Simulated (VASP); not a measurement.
# BaZrO3 (Pm-3m) in VASP: single point with PBE

Aim: the single point of BaZrO3 with PBE.

Everything below comes from runs of VASP 6.6.1. Logs are shortened: lines on timing, memory, paths and dates and some standing lists are left out, and cuts for length are marked.

**1. The cell of the first run**

The structure is cubic, space group Pm-3m (No. 221). Conventional cell: a = 4.227 Å, b = 4.227 Å, c = 4.227 Å, α = 90.00°, β = 90.00°, γ = 90.00°. Within 3.9 Å of Ba (site symmetry m-3m) lie 12 O at 2.99 Å and 8 Zr at 3.66 Å. Within 2.8 Å of Zr (site symmetry m-3m) lie 6 O at 2.11 Å. Within 2.8 Å of O (site symmetry 4/mmm) lie 2 Zr at 2.11 Å.

**2. Single point, PBE**

The input, POSCAR:

```
BaZrO3
1.0
    4.2274555943      0.0000000000      0.0000000000
    0.0000000000      4.2274555943      0.0000000000
    0.0000000000      0.0000000000      4.2274555943
Ba Zr O
1 1 3
Direct
    0.5000000000      0.5000000000      0.5000000000
    0.0000000000      0.0000000000      0.0000000000
    0.5000000000      0.0000000000      0.0000000000
    0.0000000000      0.5000000000      0.0000000000
    0.0000000000      0.0000000000      0.5000000000
```

The input, INCAR.step1:

```
SYSTEM = BaZrO3
PREC     = Accurate       ! precision mode
ENCUT    = 910            ! plane-wave cutoff, eV
EDIFF    = 1E-6           ! SCF threshold, eV
ISMEAR   = 0              ! smearing method
SIGMA    = 0.02           ! smearing width, eV
LREAL    = .FALSE.        ! projectors in reciprocal space
LASPH    = .TRUE.         ! aspherical terms in the spheres
NELM     = 120            ! most SCF steps
ALGO     = Normal         ! electronic algorithm
ISIF     = 2              ! what is computed and relaxed
LWAVE    = .FALSE.        ! write WAVECAR
LCHARG   = .TRUE.         ! write CHGCAR
LMAXMIX  = 4              ! l up to which the mixer works
GGA      = PE             ! functional
NBANDS   = 28             ! bands
GGA_COMPAT= .FALSE.      
NEDOS    = 2001           ! points of the DOS
LORBIT   = 11             ! projections on sites
```

The input, KPOINTS.step1:

```
regular mesh
0
G
  6 6 6
  0 0 0
```

The input, INCAR.step2:

```
SYSTEM = BaZrO3
PREC     = Accurate       ! precision mode
ENCUT    = 910            ! plane-wave cutoff, eV
EDIFF    = 1E-6           ! SCF threshold, eV
ISMEAR   = -5             ! smearing method
SIGMA    = 0.02           ! smearing width, eV
LREAL    = .FALSE.        ! projectors in reciprocal space
LASPH    = .TRUE.         ! aspherical terms in the spheres
NELM     = 120            ! most SCF steps
ALGO     = Normal         ! electronic algorithm
ISIF     = 2              ! what is computed and relaxed
LWAVE    = .FALSE.        ! write WAVECAR
LCHARG   = .FALSE.        ! write CHGCAR
LMAXMIX  = 4              ! l up to which the mixer works
GGA      = PE             ! functional
LORBIT   = 11             ! projections on sites
NEDOS    = 1001           ! points of the DOS
ICHARG   = 11             ! starting density
GGA_COMPAT= .FALSE.
```

The input, KPOINTS.step2:

```
regular mesh
0
G
  9 9 9
  0 0 0
```

Potentials or basis: VASP PAW PBE potentials, release 64 (Ba_sv, Zr_sv, O_h).

On the command line:

```bash
> cat potpaw_PBE.64/Ba_sv/POTCAR potpaw_PBE.64/Zr_sv/POTCAR potpaw_PBE.64/O_h/POTCAR > POTCAR
> cp INCAR.step1 INCAR
> cp KPOINTS.step1 KPOINTS
> mpirun -np 1 vasp_std > vasp.out
> cp INCAR.step2 INCAR
> cp KPOINTS.step2 KPOINTS
> mpirun -np 1 vasp_std > vasp.out
```

OUTCAR:

```text
SYSTEM = BaZrO3
   PREC = Accurate
   ENCUT = 910
   EDIFF = 1E-6
   ISMEAR = -5
   LREAL = .FALSE.
   LASPH = .TRUE.
   NELM = 120
   ISIF = 2
   GGA = PE
   LORBIT = 11
   ICHARG = 11

 ion  position               nearest neighbor table
   1  0.500  0.500  0.500-   3 2.99   4 2.99   5 2.99   3 2.99   4 2.99   3 2.99   5 2.99   3 2.99
                             4 2.99   5 2.99   4 2.99   5 2.99   2 3.66   2 3.66   2 3.66   2 3.66
   2  0.000  0.000  0.000-   3 2.11   4 2.11   5 2.11   5 2.11   4 2.11   3 2.11   1 3.66   1 3.66
                             1 3.66   1 3.66   1 3.66   1 3.66   1 3.66   1 3.66
   3  0.500  0.000  0.000-   2 2.11   2 2.11   1 2.99   1 2.99   1 2.99   1 2.99
   4  0.000  0.500  0.000-   2 2.11   2 2.11   1 2.99   1 2.99   1 2.99   1 2.99
   5  0.000  0.000  0.500-   2 2.11   2 2.11   1 2.99   1 2.99   1 2.99   1 2.99

  LATTYP: Found a simple cubic cell.
 ALAT       =     4.2274555943

  Lattice vectors:

 A1 = (   4.2274555943,   0.0000000000,   0.0000000000)
 A2 = (   0.0000000000,   4.2274555943,   0.0000000000)
 A3 = (   0.0000000000,   0.0000000000,   4.2274555943)

Analysis of symmetry for initial positions (statically):
=====================================================================
 Subroutine PRICEL returns:
 Original cell was already a primitive cell.

 Routine SETGRP: Setting up the symmetry group for a
 simple cubic supercell.

 Subroutine GETGRP returns: Found 48 space group operations
 (whereof 48 operations were pure point group operations)
 out of a pool of 48 trial point group operations.

The static configuration has the point symmetry O_h .

Analysis of symmetry for dynamics (positions and initial velocities):
=====================================================================
 Subroutine PRICEL returns:
 Original cell was already a primitive cell.

 Routine SETGRP: Setting up the symmetry group for a
 simple cubic supercell.

 Subroutine GETGRP returns: Found 48 space group operations
 (whereof 48 operations were pure point group operations)
 out of a pool of 48 trial point group operations.

The dynamic configuration has the point symmetry O_h .

 Subroutine INISYM returns: Found 48 space group operations
 (whereof 48 operations are pure point group operations),
 and found     1 'primitive' translations

----------------------------------------------------------------------------------------

                                     Primitive cell
[... 105 lines left out ...]
   ISIF   =      2    stress and relaxation
   ISYM   =      2    0-nonsym 1-usesym 2-fastsym
   POTIM  = 0.5000    time-step for ionic-motion
   TEBEG  =    0.0;   TEEND  =   0.0 temperature during run
   PSTRESS=    0.0 pullay stress
   NELECT =      40.0000    total number of electrons
   NUPDOWN=      -1.0000    fix difference up-down
   EMIN   =  10.00;   EMAX   =-10.00  energy-range for DOS
   EFERMI =   0.00;   METHOD = LEGACY
   ISMEAR =    -5;   SIGMA  =   0.02  broadening in eV -4-tet -1-fermi 0-gaus
   EFERMI_NEDOS =   21; number of points for ismear=-14 and -15
   IALGO  =     38    algorithm
   IMIX   =      4    mixing-type and parameters
     AMIX     =   0.40;   BMIX     =  1.00
     AMIX_MAG =   1.60;   BMIX_MAG =  1.00
  volume/ion in A,a.u.               =      15.11       101.97
  Fermi-wavevector in a.u.,A,eV,Ry     =   1.324390  2.502734 23.864726  1.754008
  Thomas-Fermi vector in A             =   2.453928
   LORBIT       =     11    0 simple, 1 ext, 2 COOP (PROOUT), +10 PAW based schemes
   GGA     = PE    functional components
   LHFCALC =     F    Hartree Fock is set to
   AEXX    =    0.0000 exact exchange contribution
   IVDW    =     0    specifies the selected vdW correction
   LEPSILON=     F    determine dielectric tensor
   LRPA    =     F    only Hartree local field effects (RPA)
 non-spin polarized calculation
 Fermi weights with tetrahedron method with Bloechl corrections
  energy-cutoff  :      910.00
  volume of cell :       75.55
 maximum number of plane-waves:      4741
 NGX is ok and might be reduce to    42

 number of electron      40.0000008 magnetization

 Free energy of the ion-electron system (eV)
  ---------------------------------------------------
  ext. energy  EPLUGINS =         0.00000000
  ---------------------------------------------------
  free energy    TOTEN  =       -41.74566376 eV

  energy without entropy =      -41.74566376  energy(sigma->0) =      -41.74566376

 E-fermi :   3.9048     XC(G=0): -10.6448

 val. band max:        3.8770906214   @ k =   0.4444   0.4444   0.4444
 cond. band min:       7.0462500806   @ k =   0.0000   0.0000   0.0000
 fundamental gap:      3.1691594592
 Fermi energy:         3.9047680744

 k-point     1 :       0.0000    0.0000    0.0000
  band No.  band energies     occupation
      1     -43.2672      2.00000
      2     -21.4819      2.00000
      3     -21.3944      2.00000
      4     -21.3944      2.00000
      5     -21.3944      2.00000
      6     -12.4144      2.00000
[... 637 lines left out ...]
     23       9.8402      0.00000
     24      10.6807      0.00000

 [... further k-points ...]
[... 5 lines left out ...]
  --------------------------------------------------------------------------------------
  -------------------------------------------------------------------------------------
  Total        0.3311383      0.3311383      0.3311383     -0.0000000      0.0000000     -0.0000000
  in kB        7.0223560      7.0223560      7.0223560     -0.0000000      0.0000000     -0.0000000
  external PRESSURE =       7.0223560 kB  Pullay stress =       0.0000000 kB

 VOLUME and BASIS-vectors are now :
 -----------------------------------------------------------------------------
  energy-cutoff  :      910.00
  volume of cell :       75.55
      direct lattice vectors                 reciprocal lattice vectors
     4.227455594  0.000000000  0.000000000     0.236548907  0.000000000  0.000000000
     0.000000000  4.227455594  0.000000000     0.000000000  0.236548907  0.000000000
     0.000000000  0.000000000  4.227455594     0.000000000  0.000000000  0.236548907

 POSITION                                       TOTAL-FORCE (eV/Angst)
 -----------------------------------------------------------------------------------
      2.11373      2.11373      2.11373         0.000000      0.000000      0.000000
      0.00000      0.00000      0.00000         0.000000      0.000000      0.000000
      2.11373      0.00000      0.00000         0.000000      0.000000      0.000000
      0.00000      2.11373      0.00000         0.000000      0.000000      0.000000
      0.00000      0.00000      2.11373         0.000000      0.000000      0.000000
 -----------------------------------------------------------------------------------
    total drift:                                0.000000      0.000000     -0.000000

  FREE ENERGIE OF THE ION-ELECTRON SYSTEM (eV)
  ---------------------------------------------------
  free  energy   TOTEN  =       -41.7456637607 eV

  energy  without entropy=      -41.7456637607  energy(sigma->0) =      -41.74566376

 total charge

# of ion       s       p       d       tot
------------------------------------------
    1        2.000   5.632   0.258   7.890
    2        2.193   6.078   1.397   9.668
    3        1.039   2.328   0.000   3.367
    4        1.039   2.328   0.000   3.367
    5        1.039   2.328   0.000   3.367
--------------------------------------------------
tot          7.312  18.693   1.654  27.659
```

OUTCAR.step1:

```text
SYSTEM = BaZrO3
   PREC = Accurate
   ENCUT = 910
   EDIFF = 1E-6
   ISMEAR = 0
   LREAL = .FALSE.
   LASPH = .TRUE.
   NELM = 120
   ISIF = 2
   GGA = PE
[... 851 lines left out ...]

  FREE ENERGIE OF THE ION-ELECTRON SYSTEM (eV)
  ---------------------------------------------------
  free  energy   TOTEN  =       -41.7453737674 eV

  energy  without entropy=      -41.7453737674  energy(sigma->0) =      -41.74537377

 total charge

# of ion       s       p       d       tot
------------------------------------------
    1        2.000   5.632   0.258   7.890
    2        2.193   6.078   1.397   9.668
    3        1.039   2.328   0.000   3.367
    4        1.039   2.328   0.000   3.367
    5        1.039   2.328   0.000   3.367
--------------------------------------------------
tot          7.312  18.693   1.654  27.659
```

It took 3.4 min on 1 thread of AMD EPYC 7R43 (Zen 3), shared host; peak memory 0.31 GiB.

Results:

| Item | Value |
| --- | --- |
| Valence electrons inside the program's atomic spheres | Ba 7.89; Zr 9.67; O 3.37 |

Levels at points of the mesh, in eV from the valence-band top:
| k point | band 16 | band 17 | band 18 | band 19 | band 20 | band 21 | band 22 | band 23 | band 24 |
| --- | --- | --- | --- | --- | --- | --- | --- | --- | --- |
| (0.00, 0.00, 0.00) | -0.92 | -0.92 | -0.22 | -0.22 | -0.22 | 3.17 | 3.17 | 3.17 | 4.66 |

Caveat: the cutoff is under 1.25 times the usual one of these potentials, so pressure, stress and relaxed cells hold a basis-set (Pulay) error; spin-orbit coupling is left out, which moves the levels of the heavy elements.
